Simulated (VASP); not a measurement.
# Ba2ScCuO4: relaxation of cell and atoms with LDA

Ba2ScCuO4:

```
CELL_PARAMETERS angstrom
4.17696 0.00000 0.00000
0.00000 4.17696 0.00000
0.00000 0.00000 8.07886
ATOMIC_POSITIONS crystal
Ba 0.50000 0.50000 0.76798
Ba 0.50000 0.50000 0.23202
Sc 0.00000 0.00000 0.00000
Cu 0.00000 0.00000 0.50000
O 0.00000 0.50000 0.00000
O 0.50000 0.00000 0.00000
O 0.00000 0.00000 0.72467
O 0.00000 0.00000 0.27533
```

```json
{
  "Program": "VASP 6.6.1",
  "Task": "relaxation of cell and atoms",
  "Functional": "LDA",
  "Potentials or basis": "VASP PAW LDA potentials, release 64 (Ba_sv, Sc_sv, Cu, O)",
  "Cutoff": "600 eV",
  "k mesh": "3 × 3 × 2",
  "Occupations": "gaussian, width 0.01 eV",
  "Spin": "no spin polarisation",
  "Dipole correction": "no",
  "Further INCAR settings": "ALGO = Normal; EDIFF = 1e-06; IBRION = 2; EDIFFG = -0.01; NSW = 80; ISIF = 3"
}
```

- Relaxed volume: 16.32 Å³/atom
- Relaxed cell: a = 4.081 Å, b = 4.081 Å, c = 7.837 Å, α = 90.00°, β = 90.00°, γ = 90.00°
- Space group after relaxing (to 0.1 Å): P4/mmm (No. 123)
- Energy gained by relaxing: 32.7 meV/atom
- Ionic steps: 12
- Pressure after relaxing: 0.0 GPa
- Largest force after relaxing: 0.004 eV/Å
- Band gap on the k mesh: 2.07 eV (least direct gap 2.16 eV)

Forces in eV/Å, atoms in the order of the input:
```
Ba   0.000  0.000 -0.004
Ba   0.000  0.000  0.004
Sc   0.000  0.000  0.000
Cu   0.000  0.000  0.000
O    0.000  0.000  0.000
O    0.000  0.000  0.000
O    0.000  0.000  0.001
O    0.000  0.000 -0.001
```

Stress tensor (GPa, compression positive):
```
-0.06  0.00  0.00
 0.00 -0.06  0.00
 0.00  0.00  0.02
```

Step by step:
| step | energy change (eV) | largest force (eV/Å) | pressure (GPa) | volume (Å³) |
| --- | --- | --- | --- | --- |
| 1 | 0.0000 | 0.3632 | -7.51 | 140.95 |
| 2 | -0.0830 | 1.2584 | 7.16 | 124.75 |
| 3 | -0.2486 | 0.4276 | -0.36 | 131.60 |
| 4 | -0.2586 | 0.1665 | 0.03 | 130.57 |
| 5 | -0.2591 | 0.1458 | -0.06 | 130.76 |
| 6 | -0.2613 | 0.0769 | 0.05 | 130.53 |
| 7 | -0.2618 | 0.0195 | 0.15 | 130.33 |
| 8 | -0.2618 | 0.0266 | 0.14 | 130.35 |
| 9 | -0.2619 | 0.0247 | -0.13 | 130.59 |
| 10 | -0.2619 | 0.0170 | -0.03 | 130.50 |
| 11 | -0.2619 | 0.0178 | 0.03 | 130.49 |
| 12 | -0.2619 | 0.0038 | -0.04 | 130.53 |

Final structure:
```yaml
crystal:
  lattice:
    - [4.08107, 0.00000, 0.00000]
    - [0.00000, 4.08107, 0.00000]
    - [0.00000, 0.00000, 7.83693]
  atoms:
    - { symbol: Ba, position: [0.50000, 0.50000, 0.76617] }
    - { symbol: Ba, position: [0.50000, 0.50000, 0.23383] }
    - { symbol: Sc, position: [0.00000, 0.00000, 0.00000] }
    - { symbol: Cu, position: [0.00000, 0.00000, 0.50000] }
    - { symbol: O, position: [0.00000, 0.50000, 0.00000] }
    - { symbol: O, position: [0.50000, 0.00000, 0.00000] }
    - { symbol: O, position: [0.00000, 0.00000, 0.72526] }
    - { symbol: O, position: [0.00000, 0.00000, 0.27474] }
```

Levels at points of the mesh, in eV from the valence-band top:
```
           k point  band 29  band 30  band 31  band 32  band 33  band 34  band 35  band 36  band 37  band 38
(0.00, 0.00, 0.00)    -1.50    -0.61    -0.61    -0.33    -0.33     2.36     3.34     3.37     3.83     4.08
(0.00, 0.00, 0.50)    -1.69    -0.85    -0.85     0.00     0.00     3.26     3.34     3.50     3.50     3.69
```

It took 8.9 min on 1 thread of AMD EPYC 7R13 (shared host), peak memory 0.24 GiB.

Caveat: the k points lie up to 0.51 Å⁻¹ apart in the final cell; spin-orbit coupling is left out, which moves the levels of the heavy elements; an odd mesh through Γ misses points on the zone boundary, where band edges can lie.
